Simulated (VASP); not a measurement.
Input of a VASP 6.6.1 run:

File INCAR:

```
SYSTEM = MgO
ALGO = Normal
EDIFF = 1E-6
ENCUT = 600
GGA_COMPAT = .FALSE.
ISIF = 2
ISMEAR = 0
LASPH = .TRUE.
LCHARG = .FALSE.
LREAL = .FALSE.
LWAVE = .FALSE.
NBANDS = 11
NELM = 120
PREC = Accurate
SIGMA = 0.01
```

The input KPOINTS:

```
k-points
0
G
  8 8 8
  0 0 0
```

Contents of POSCAR:

```
MgO
1.0
    0.0000000000      2.1061000000      2.1061000000
    2.1061000000      0.0000000000      2.1061000000
    2.1061000000      2.1061000000      0.0000000000
Mg O
1 1
Direct
    0.0000000000      0.0000000000      0.0000000000
    0.5000000000      0.5000000000      0.5000000000
```

Potentials or basis: VASP PAW LDA potentials, release 64 (Mg, O).

The run is started by

```sh
$ cat potpaw_LDA.64/Mg/POTCAR potpaw_LDA.64/O/POTCAR > POTCAR
$ mpirun -np 1 vasp_std > vasp.out
```

(1) What does it give for the pressure?

(2) Predict the band gap on the k mesh.

## Answers

(1) -8.0 GPa.

(2) 4.66 eV, direct.
